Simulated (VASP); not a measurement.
# Al (I4/mmm) in VASP: a series of runs, part 3 of 3

VASP 6.6.1. The steps go on from the part before.

## (5) Single point, PBE (strain +0.050 along x and y, +0.000 along z)

Input file INCAR:

```
PREC     = Accurate       # precision mode
ENCUT    = 520            # plane-wave cutoff, eV
EDIFF    = 1E-6           # SCF threshold, eV
ISMEAR   = 0              # smearing method
SIGMA    = 0.15           # smearing width, eV
LREAL    = False          # projectors in reciprocal space
LASPH    = True           # aspherical terms in the spheres
NELM     = 60             # most SCF steps
ALGO     = Normal         # electronic algorithm
ISIF     = 2              # what is computed and relaxed
LWAVE    = False          # write WAVECAR
LCHARG   = True           # write CHGCAR
GGA      = PE             # functional
LELF     = True           # ELF
LVHAR    = True         
NBANDS   = 8              # bands
```

Input file KPOINTS:

```
regular mesh
0
Gamma
  20 20 20
```

Input file POSCAR:

```
Al
1.0
    0.0000000000      2.1251790000      2.0239800000
    2.1251790000      0.0000000000      2.0239800000
    2.1251790000      2.1251790000      0.0000000000
Al
1
Direct
    0.0000000000      0.0000000000      0.0000000000
```

Potentials or basis: VASP PAW PBE potentials, release 64 (Al).

Launch:

```bash
cat potpaw_PBE.64/Al/POTCAR > POTCAR
mpirun -np 1 vasp_std > vasp.out
```

OUTCAR:

```text
PREC = Accurate
   ENCUT = 520
   EDIFF = 1E-6
   ISMEAR = 0
   LREAL = False
   LASPH = True
   NELM = 60
   ISIF = 2
   GGA = PE

 ion  position               nearest neighbor table
   1  0.000  0.000  0.000-

  LATTYP: Found a body centered tetragonal cell.
 ALAT       =     3.0054569643
 C/A-ratio  =     1.3468700594

  Lattice vectors:

 A1 = (   0.0000000000,  -2.1251790000,  -2.0239800000)
 A2 = (   0.0000000000,   2.1251790000,  -2.0239800000)
 A3 = (   2.1251790000,   0.0000000000,   2.0239800000)

Analysis of symmetry for initial positions (statically):
=====================================================================
 Subroutine PRICEL returns:
 Original cell was already a primitive cell.

 Routine SETGRP: Setting up the symmetry group for a
 body centered tetragonal supercell.

 Subroutine GETGRP returns: Found 16 space group operations
 (whereof 16 operations were pure point group operations)
 out of a pool of 16 trial point group operations.

The static configuration has the point symmetry D_4h.

Analysis of symmetry for dynamics (positions and initial velocities):
=====================================================================
 Subroutine PRICEL returns:
 Original cell was already a primitive cell.

 Routine SETGRP: Setting up the symmetry group for a
 body centered tetragonal supercell.

 Subroutine GETGRP returns: Found 16 space group operations
 (whereof 16 operations were pure point group operations)
 out of a pool of 16 trial point group operations.

The dynamic configuration has the point symmetry D_4h.

 Subroutine INISYM returns: Found 16 space group operations
 (whereof 16 operations are pure point group operations),
 and found     1 'primitive' translations

[... 112 lines left out ...]
     AMIX_MAG =   1.60;   BMIX_MAG =  1.00
  volume/ion in A,a.u.               =      18.28       123.37
  Fermi-wavevector in a.u.,A,eV,Ry     =   0.896271  1.693707 10.929591  0.803302
  Thomas-Fermi vector in A             =   2.018709
   LORBIT       =      0    0 simple, 1 ext, 2 COOP (PROOUT), +10 PAW based schemes
   GGA     = PE    functional components
   LHFCALC =     F    Hartree Fock is set to
   AEXX    =    0.0000 exact exchange contribution
   IVDW    =     0    specifies the selected vdW correction
   LEPSILON=     F    determine dielectric tensor
   LRPA    =     F    only Hartree local field effects (RPA)
 non-spin polarized calculation
 Gauss-broadening in eV      SIGMA  =   0.15
  energy-cutoff  :      520.00
  volume of cell :       18.28
 maximum number of plane-waves:       517
 NGX is ok and might be reduce to    24
   NGX = 11   NGY = 11   NGZ = 11

 number of electron       3.0000000 magnetization

 Free energy of the ion-electron system (eV)
  ---------------------------------------------------
  ext. energy  EPLUGINS =         0.00000000
  ---------------------------------------------------
  free energy    TOTEN  =        -3.70728338 eV

  energy without entropy =       -3.70286802  energy(sigma->0) =       -3.70507570

 E-fermi :   6.9820     XC(G=0):  -9.8310

 val. band max:        6.9792886228   @ k =   0.4000   0.1000   0.0500
 cond. band min:       6.9833555829   @ k =  -0.1500   0.4500   0.3000
 fundamental gap:      0.0040669601
 Fermi energy:         6.9819817854

 k-point     1 :       0.0000    0.0000    0.0000
  band No.  band energies     occupation
      1      -3.4740      2.00000
      2      18.9023      0.00000
      3      18.9023      0.00000
      4      19.3914      0.00000
      5      19.7071      0.00000
      6      19.8473      0.00000
      7      19.8473      0.00000
      8      22.7490      0.00000
[... 243 lines left out ...]
 k-point    24 :      -0.3500    0.0500    0.0000
  band No.  band energies     occupation
      1      -0.0755      2.00000
      2       6.5306      1.99998
      3      16.2667      0.00000
      4      17.1882      0.00000
      5      17.9943      0.00000
      6      19.1863      0.00000
      7      20.7088      0.00000
      8      24.4215      0.00000

 [... further k-points ...]

------------------------ aborting loop because EDIFF is reached ----------------------------------------

  FORCE on cell =-STRESS in cart. coord.  units (eV):
  Direction    XX          YY          ZZ          XY          YZ          ZX
  --------------------------------------------------------------------------------------
  -------------------------------------------------------------------------------------
  Total       -0.7729892     -0.7729892     -0.5831141      0.0000000      0.0000000     -0.0000000
  in kB      -67.7418028    -67.7418028    -51.1018837      0.0000000      0.0000000     -0.0000000
  external PRESSURE =     -62.1951631 kB  Pullay stress =       0.0000000 kB

 VOLUME and BASIS-vectors are now :
 -----------------------------------------------------------------------------
  energy-cutoff  :      520.00
  volume of cell :       18.28
      direct lattice vectors                 reciprocal lattice vectors
     0.000000000  2.125179000  2.023980000    -0.235274299  0.235274299  0.247038014
     2.125179000  0.000000000  2.023980000     0.235274299 -0.235274299  0.247038014
     2.125179000  2.125179000  0.000000000     0.235274299  0.235274299 -0.247038014

 POSITION                                       TOTAL-FORCE (eV/Angst)
 -----------------------------------------------------------------------------------
      0.00000      0.00000      0.00000         0.000000      0.000000      0.000000
 -----------------------------------------------------------------------------------
    total drift:                               -0.000000      0.000000      0.000000

  FREE ENERGIE OF THE ION-ELECTRON SYSTEM (eV)
  ---------------------------------------------------
  free  energy   TOTEN  =        -3.7072833826 eV

  energy  without entropy=       -3.7028680228  energy(sigma->0) =       -3.70507570
```

stdout:

```text
POSCAR found type information on POSCAR Al
 POSCAR found :  1 types and       1 ions
 scaLAPACK will be used
 LDA part: xc-table for (Slater+PW92), standard interpolation
 POSCAR, INCAR and KPOINTS ok, starting setup
 FFT: planning ... GRIDC
 FFT: planning ... GRID_SOFT
 FFT: planning ... GRID
 WAVECAR not read
 entering main loop
```

Run time: 96 s. Hardware: 1 thread of Intel Xeon 8259CL, shared host; peak memory 0.2 GiB.

Results:

```
Free energy            : -3.7073 eV
Pressure               : -6.2 GPa
Band gap on the k mesh : zero (an odd number of electrons rules out a gap without spin polarisation)
```

Stress tensor (GPa, compression positive):
```
-6.77  0.00  0.00
 0.00 -6.77  0.00
 0.00  0.00 -5.11
```

Caveat: the cell differs from its parent crystal (strain +0.050 along x and y, +0.000 along z); the cell stands under tension.

## (6) The runs side by side

```tsv
cell	gap on the mesh (eV)	pressure (GPa)
a = 2.866, b = 2.866, c = 2.719 Å, angles 61.7, 61.7, 56.6°, 1 atom	none	5.0
a = 2.863, b = 2.863, c = 2.934 Å, angles 59.2, 59.2, 61.6°, 1 atom	none	-2.0
a = 2.900, b = 2.900, c = 3.005 Å, angles 58.8, 58.8, 62.4°, 1 atom	none	-4.8
a = 2.935, b = 2.935, c = 3.005 Å, angles 59.2, 59.2, 61.6°, 1 atom	none	-6.2
```

Alike in all rows: task single point; level PBE; potentials or basis VASP PAW PBE potentials, release 64 (Al); no spin polarisation; k mesh 20 × 20 × 20; cutoff (eV) 520; smearing gaussian 0.15 eV.

Caveats: the cell stands under tension (at least some runs); the cell stands under pressure (at least some runs).

Total energies depend on the potentials used, so only differences within one code and one set of settings carry meaning.
